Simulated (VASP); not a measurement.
Write the native input for VASP 6.6.1 that does the following.

- Task: relaxation of cell and atoms
- Functional: PBEsol
- Potentials or basis: VASP PAW PBE potentials, release 64 (Rh_pv)
- Cutoff: 600 eV
- k mesh: 14 × 14 × 8
- Occupations: fermi-dirac, width 0.15 eV
- Spin: no spin polarisation
- Dipole correction: no
- Further INCAR settings: ALGO = Normal; EDIFF = 1e-07; IBRION = 2; EDIFFG = -0.01; NSW = 80; ISIF = 3

The structure of Rh lies in POSCAR:

```
Rh
1.0
    2.7309790000      0.0000000000      0.0000000000
   -1.3654900000      2.3650970000      0.0000000000
    0.0000000000      0.0000000000      4.4284890000
Rh
2
Direct
    0.6666666667      0.3333333333      0.7500000000
    0.3333333333      0.6666666667      0.2500000000
```

The input as run:

INCAR

```
SYSTEM = Rh
ALGO = Normal ; EDIFF = 1E-7
EDIFFG = -0.01 ; ENCUT = 600
GGA = PS ; IBRION = 2
ISIF = 3 ; ISMEAR = -1
LASPH = .TRUE. ; LCHARG = .FALSE.
LREAL = .FALSE. ; LWAVE = .FALSE.
NELM = 100 ; NSW = 80
PREC = Accurate ; SIGMA = 0.15
```

KPOINTS

```
k-points
0
G
  14 14 8
  0 0 0
```

Potentials or basis: VASP PAW PBE potentials, release 64 (Rh_pv).

Command:

```bash
$ cat potpaw_PBE.64/Rh_pv/POTCAR > POTCAR
$ mpirun -np 1 vasp_std > vasp.out
```

Results of the run:

```json
{
 "Relaxed volume": "13.60 Å³/atom",
 "Relaxed cell": "a = 2.691 Å, b = 2.691 Å, c = 4.336 Å, α = 90.00°, β = 90.00°, γ = 120.00°",
 "Space group after relaxing (to 0.05 Å)": "P6_3/mmc (No. 194)",
 "Energy gained by relaxing": "30.0 meV/atom",
 "Ionic steps": "10",
 "Pressure after relaxing": "0.0 GPa",
 "Band gap on the k mesh": "zero (band 15 reaches 12.73 eV, above the bottom of band 16 at 10.38 eV)"
}
```

Caveat: the PAW data sets were made with another functional, which shifts forces and pressure a little.

Wall time 3.2 min on 1 thread of Intel(R) Xeon(R) 6975P-C (Granite Rapids), on a shared host, peak memory 0.2 GiB.
